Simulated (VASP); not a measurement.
# Sn3O4 (P-1) in VASP: single point with PBEsol

Aim: the single point of Sn3O4 with PBEsol.

All numbers are computed with VASP 6.6.1; they aren't measurements. Logs are shortened: lines on timing, memory, paths and dates and some standing lists are left out, and cuts for length are marked.

## 1. The cell of the first run

The typed cell holds 14 atoms: a = 5.647 Å, b = 5.318 Å, c = 8.339 Å, α = 89.94°, β = 90.01°, γ = 90.11°.

## 2. Single point, PBEsol

Input file INCAR:

```
SYSTEM = Sn3O4
ALGO = Normal
EDIFF = 1E-6
ENCUT = 520
GGA = PS
ISIF = 2
ISMEAR = 0
ISYM = 0
LASPH = .TRUE.
LCHARG = .FALSE.
LREAL = .FALSE.
LWAVE = .FALSE.
NBANDS = 79
NELM = 100
PREC = Accurate
SIGMA = 0.1
```

Input file KPOINTS:

```
Automatic mesh
0
Gamma
  3 3 2
  0 0 0.5
```

Input file POSCAR:

```
Sn3O4
1.0
    0.0051446892      5.6471192493     -0.0003097430
   -5.3176269259     -0.0051446892      0.0028222878
   -0.0049841416     -0.0005470040      8.3389001017
Sn O
6 8
Direct
    0.7500682162      0.4528886710      0.6662385258
    0.7495207813      0.0831492099      0.0005885758
    0.2502331956      0.5486096843      0.1661398431
    0.2508384081      0.9183876688      0.4999633161
    0.7501272714      0.4528999479      0.3344165650
    0.2502811198      0.5486487147      0.8343166436
    0.5183660605      0.2831644242      0.1767537312
    0.0190099049      0.7184821909      0.3236718141
    0.4821395085      0.7184924253      0.6765368769
   -0.0187584798      0.2831508849      0.8241054374
    0.5182095784      0.2830456962      0.8240154242
    1.0191118865      0.7183836061      0.6764441133
    0.4819919896      0.7183434654      0.3238040271
    0.9813542862      0.2830242590      0.1768879161
```

Potentials or basis: VASP PAW PBE potentials, release 64 (Sn_d, O).

Launch:

```
$ cat potpaw_PBE.64/Sn_d/POTCAR potpaw_PBE.64/O/POTCAR > POTCAR
$ mpirun -np 1 vasp_std > vasp.out
```

OUTCAR:

```text
SYSTEM = Sn3O4
   EDIFF = 1E-6
   ENCUT = 520
   GGA = PS
   ISIF = 2
   ISMEAR = 0
   ISYM = 0
   LASPH = .TRUE.
   LREAL = .FALSE.
   NELM = 100
   PREC = Accurate

 ion  position               nearest neighbor table
   1  0.750  0.453  0.666-  10 2.06  11 2.06   9 2.07  12 2.07   5 2.77   6 3.19   6 3.19   2 3.41

   2  0.750  0.083  0.001-  10 2.24   7 2.24  14 2.24  11 2.24   1 3.41   5 3.41
   3  0.250  0.549  0.166-  13 2.06   8 2.06  14 2.07   7 2.07   6 2.77   5 3.19   5 3.19   4 3.41

   4  0.251  0.918  0.500-  12 2.24  13 2.24   8 2.24   9 2.24   6 3.41   3 3.41
   5  0.750  0.453  0.334-   7 2.06  14 2.06   8 2.07  13 2.07   1 2.77   3 3.19   3 3.19   2 3.41

   6  0.250  0.549  0.834-  12 2.06   9 2.06  11 2.07  10 2.07   3 2.77   1 3.19   1 3.19   4 3.41

   7  0.518  0.283  0.177-   5 2.06   3 2.07   2 2.24
   8  0.019  0.718  0.324-   3 2.06   5 2.07   4 2.24
   9  0.482  0.718  0.677-   6 2.06   1 2.07   4 2.24
  10  0.981  0.283  0.824-   1 2.06   6 2.07   2 2.24
  11  0.518  0.283  0.824-   1 2.06   6 2.07   2 2.24
  12  0.019  0.718  0.676-   6 2.06   1 2.07   4 2.24
  13  0.482  0.718  0.324-   3 2.06   5 2.07   4 2.24
  14  0.981  0.283  0.177-   5 2.06   3 2.07   2 2.24

IMPORTANT INFORMATION: All symmetrisations will be switched off!
NOSYMM: (Re-)initialisation of all symmetry stuff for point group C_1.

----------------------------------------------------------------------------------------

                                     Primitive cell

  volume of cell :     250.4108

  direct lattice vectors                    reciprocal lattice vectors
     0.005144689  5.647119249 -0.000309743    -0.000171317  0.177081595  0.000011514
    -5.317626926 -0.005144689  0.002822288    -0.188054035  0.000171317 -0.000112388
    -0.004984142 -0.000547004  8.338900102     0.000063640  0.000006520  0.119919931

  length of vectors
     5.647121601  5.317630164  8.338901609     0.177081678  0.188054146  0.119919948

  position of ions in fractional coordinates (direct lattice)
     0.750068216  0.452888671  0.666238526
     0.749520781  0.083149210  0.000588576
     0.250233196  0.548609684  0.166139843
     0.250838408  0.918387669  0.499963316
     0.750127271  0.452899948  0.334416565
     0.250281120  0.548648715  0.834316644
     0.518366061  0.283164424  0.176753731
     0.019009905  0.718482191  0.323671814
     0.482139508  0.718492425  0.676536877
     0.981241520  0.283150885  0.824105437
     0.518209578  0.283045696  0.824015424
     0.019111886  0.718383606  0.676444113
     0.481991990  0.718343465  0.323804027
     0.981354286  0.283024259  0.176887916

  ion indices of the primitive-cell ions
   primitive index   ion index
                 1           1
                 2           2
                 3           3
                 4           4
                 5           5
                 6           6
                 7           7
                 8           8
                 9           9
                10          10
                11          11
                12          12
                13          13
                14          14

----------------------------------------------------------------------------------------

 KPOINTS: Automatic mesh

Automatic generation of k-mesh.
 Grid dimensions read from file:
 generate k-points for:    3    3    2

 Generating k-lattice:

  Cartesian coordinates                     Fractional coordinates (reciprocal lattice)
    -0.000057106  0.059027198  0.000003838     0.333333333 -0.000000000  0.000000000
    -0.062684678  0.000057106 -0.000037463     0.000000000  0.333333333 -0.000000000
     0.000031820  0.000003260  0.059959965     0.000000000  0.000000000  0.500000000

  Length of vectors
     0.059027226  0.062684715  0.059959974

  Shift w.r.t. Gamma in fractional coordinates (k-lattice)
     0.000000000  0.000000000  0.500000000

 Subroutine IBZKPT returns following result:
 ===========================================

 Found      9 irreducible k-points:

 Following reciprocal coordinates:
            Coordinates               Weight
  0.000000 -0.000000  0.250000      2.000000
  0.333333 -0.000000  0.250000      2.000000
 -0.333333 -0.000000  0.250000      2.000000
  0.000000  0.333333  0.250000      2.000000
  0.333333  0.333333  0.250000      2.000000
 -0.333333  0.333333  0.250000      2.000000
 -0.000000 -0.333333  0.250000      2.000000
  0.333333 -0.333333  0.250000      2.000000
 -0.333333 -0.333333  0.250000      2.000000
   k-points           NKPTS =      9   k-points in BZ     NKDIM =      9   number of bands    NBANDS=     79
   number of dos      NEDOS =    301   number of ions     NIONS =     14
   total plane-waves  NPLWV = 107520
   dimension x,y,z NGX =    42 NGY =   40 NGZ =   64
   dimension x,y,z NGXF=    84 NGYF=   80 NGZF=  128
   ions per type =               6   8
   NGX,Y,Z   is equivalent  to a cutoff of  12.36, 12.51, 12.76 a.u.
   NGXF,Y,Z  is equivalent  to a cutoff of  24.73, 25.01, 25.52 a.u.
 SYSTEM =  Sn3O4
   PREC   = accura    normal or accurate (medium, high low for compatibility)
   ISTART =      0    job   : 0-new  1-cont  2-samecut
   ICHARG =      2    charge: 1-file 2-atom 10-const
   ISPIN  =      1    spin polarized calculation?
   LNONCOLLINEAR =      F non collinear calculations
   LSORBIT =      F    spin-orbit coupling
   LASPH  =      T    aspherical Exc in radial PAW
   ENCUT  =  520.0 eV  38.22 Ry    6.18 a.u.  10.50  9.89 15.50*2*pi/ulx,y,z
   NELM   =    100;   NELMIN=  2; NELMDL= -5     # of ELM steps
   EDIFF  = 0.1E-05   stopping-criterion for ELM
   LREAL  =      F    real-space projection
   EDIFFG = 0.1E-04   stopping-criterion for IOM
   NSW    =      0    number of steps for IOM
   IBRION =     -1    ionic relax: 0-MD 1-quasi-New 2-CG
   NFREE  =      0    steps in history (QN), initial steepest desc. (CG)
   ISIF   =      2    stress and relaxation
   ISYM   =      0    0-nonsym 1-usesym 2-fastsym
   POTIM  = 0.5000    time-step for ionic-motion
   TEBEG  =    0.0;   TEEND  =   0.0 temperature during run
   PSTRESS=    0.0 pullay stress
   NELECT =     132.0000    total number of electrons
   NUPDOWN=      -1.0000    fix difference up-down
   EMIN   =  10.00;   EMAX   =-10.00  energy-range for DOS
   EFERMI =   0.00;   METHOD = LEGACY
   ISMEAR =     0;   SIGMA  =   0.10  broadening in eV -4-tet -1-fermi 0-gaus
   EFERMI_NEDOS =   21; number of points for ismear=-14 and -15
   IALGO  =     38    algorithm
   IMIX   =      4    mixing-type and parameters
     AMIX     =   0.40;   BMIX     =  1.00
     AMIX_MAG =   1.60;   BMIX_MAG =  1.00
  volume/ion in A,a.u.               =      17.89       120.70
  Fermi-wavevector in a.u.,A,eV,Ry     =   1.322458  2.499083 23.795152  1.748894
  Thomas-Fermi vector in A             =   2.452137
   LORBIT       =      0    0 simple, 1 ext, 2 COOP (PROOUT), +10 PAW based schemes
   GGA     = PS    functional components
   LHFCALC =     F    Hartree Fock is set to
   AEXX    =    0.0000 exact exchange contribution
   IVDW    =     0    specifies the selected vdW correction
   LEPSILON=     F    determine dielectric tensor
   LRPA    =     F    only Hartree local field effects (RPA)
 non-spin polarized calculation
 Gauss-broadening in eV      SIGMA  =   0.10
  energy-cutoff  :      520.00
  volume of cell :      250.41
 maximum number of plane-waves:      6769
 NGX is ok and might be reduce to    42
   NGX = 21   NGY = 19   NGZ = 31

 number of electron     132.0000072 magnetization

 Free energy of the ion-electron system (eV)
  ---------------------------------------------------
  ext. energy  EPLUGINS =         0.00000000
  ---------------------------------------------------
  free energy    TOTEN  =       -85.13239454 eV

  energy without entropy =      -85.13239454  energy(sigma->0) =      -85.13239454

 E-fermi :   4.8126     XC(G=0):  -9.7615

 val. band max:        4.3648184931   @ k =   0.0000  -0.0000   0.2500
 cond. band min:       5.6830872523   @ k =   0.0000  -0.0000   0.2500
 fundamental gap:      1.3182687592
 Fermi energy:         4.8125549389

 k-point     1 :       0.0000   -0.0000    0.2500
  band No.  band energies     occupation
      1     -17.0821      2.00000
      2     -17.0454      2.00000
      3     -16.8422      2.00000
      4     -16.8211      2.00000
      5     -16.7826      2.00000
      6     -16.7540      2.00000
[... 70 lines left out ...]
     77      10.6271      0.00000
     78      10.9142      0.00000

 k-point     2 :       0.3333   -0.0000    0.2500
  band No.  band energies     occupation
      1     -17.0151      2.00000
      2     -16.9721      2.00000
      3     -16.8824      2.00000
      4     -16.8334      2.00000
      5     -16.8064      2.00000
      6     -16.7894      2.00000
[... 70 lines left out ...]
     77      10.5866      0.00000
     78      10.7506      0.00000
[... 484 lines left out ...]
     77      10.5070      0.00000
     78      10.7239      0.00000

 k-point     9 :      -0.3333   -0.3333    0.2500
  band No.  band energies     occupation
      1     -17.0187      2.00000
      2     -16.9762      2.00000
      3     -16.8842      2.00000
      4     -16.8331      2.00000
      5     -16.8071      2.00000
      6     -16.7884      2.00000
[... 70 lines left out ...]
     77      10.5090      0.00000
     78      10.7166      0.00000
 [bands above 78 left out]

------------------------ aborting loop because EDIFF is reached ----------------------------------------

  FORCE on cell =-STRESS in cart. coord.  units (eV):
  Direction    XX          YY          ZZ          XY          YZ          ZX
  --------------------------------------------------------------------------------------
  -------------------------------------------------------------------------------------
  Total        0.3100570      0.6036236      0.2466978     -0.0037983      0.0014575      0.0028025
  in kB        1.9838051      3.8621018      1.5784209     -0.0243024      0.0093253      0.0179306
  external PRESSURE =       2.4747759 kB  Pullay stress =       0.0000000 kB

 VOLUME and BASIS-vectors are now :
 -----------------------------------------------------------------------------
  energy-cutoff  :      520.00
  volume of cell :      250.41
      direct lattice vectors                 reciprocal lattice vectors
     0.005144689  5.647119249 -0.000309743    -0.000171317  0.177081595  0.000011514
    -5.317626926 -0.005144689  0.002822288    -0.188054035  0.000171317 -0.000112388
    -0.004984142 -0.000547004  8.338900102     0.000063640  0.000006520  0.119919931

 POSITION                                       TOTAL-FORCE (eV/Angst)
 -----------------------------------------------------------------------------------
     -2.40775      4.23303      5.55674         0.023462     -0.001050     -0.067851
     -0.43830      4.23221      0.00491         0.056918      0.000369     -0.000159
     -2.91684      1.41018      1.38689        -0.023569      0.000679     -0.067466
     -4.88484      1.41152      4.17166        -0.056927     -0.000515      0.000040
     -2.40616      4.23355      2.78971         0.023431     -0.000700      0.067747
     -2.92038      1.41009      6.95875        -0.023492      0.001091      0.067794
     -1.50398      2.92572      1.47457         0.038314     -0.007467     -0.018373
     -3.82214      0.10348      2.70109        -0.037735     -0.007706      0.018559
     -3.82157      2.71863      5.64345        -0.038279      0.007088     -0.017979
     -1.50475      5.53928      6.87263         0.036695      0.007975      0.017614
     -1.50657      2.92448      6.87202         0.038370     -0.006932      0.018085
     -3.82337      0.10386      5.64282        -0.036608     -0.007990     -0.017445
     -3.81902      2.71799      2.70205        -0.038354      0.007643      0.018215
     -1.50085      5.54027      1.47555         0.037775      0.007515     -0.018779
 -----------------------------------------------------------------------------------
    total drift:                                0.001123     -0.000883      0.000155

  FREE ENERGIE OF THE ION-ELECTRON SYSTEM (eV)
  ---------------------------------------------------
  free  energy   TOTEN  =       -85.1323945358 eV

  energy  without entropy=      -85.1323945358  energy(sigma->0) =      -85.13239454
```

Run time: 6.8 min. Hardware: 1 thread of Intel Xeon 8259CL, shared host; peak memory 0.36 GiB.

What came out:

```yaml
Free_energy: -85.1324 eV
Pressure: 0.2 GPa
Largest_force: 0.072 eV/Å
Band_gap_on_the_k_mesh: 1.32 eV
```

Forces in eV/Å, atoms in the order of the input:
```
Sn   0.023 -0.001 -0.068
Sn   0.057  0.000  0.000
Sn  -0.024  0.001 -0.067
Sn  -0.057 -0.001  0.000
Sn   0.023 -0.001  0.068
Sn  -0.023  0.001  0.068
O    0.038 -0.007 -0.018
O   -0.038 -0.008  0.019
O   -0.038  0.007 -0.018
O    0.037  0.008  0.018
O    0.038 -0.007  0.018
O   -0.037 -0.008 -0.017
O   -0.038  0.008  0.018
O    0.038  0.008 -0.019
```

Levels at points of the mesh, in eV from the valence-band top:
| k point | band 64 | band 65 | band 66 | band 67 | band 68 | band 69 |
| --- | --- | --- | --- | --- | --- | --- |
| (0.00, 0.00, 0.25) | -1.09 | -0.75 | 0.00 | 1.32 | 2.84 | 3.08 |

Caveat: the PAW data sets were made with another functional, which shifts forces and pressure a little; spin-orbit coupling is left out, which moves the levels of the heavy elements; a shifted mesh leaves out Γ, where band edges can lie.
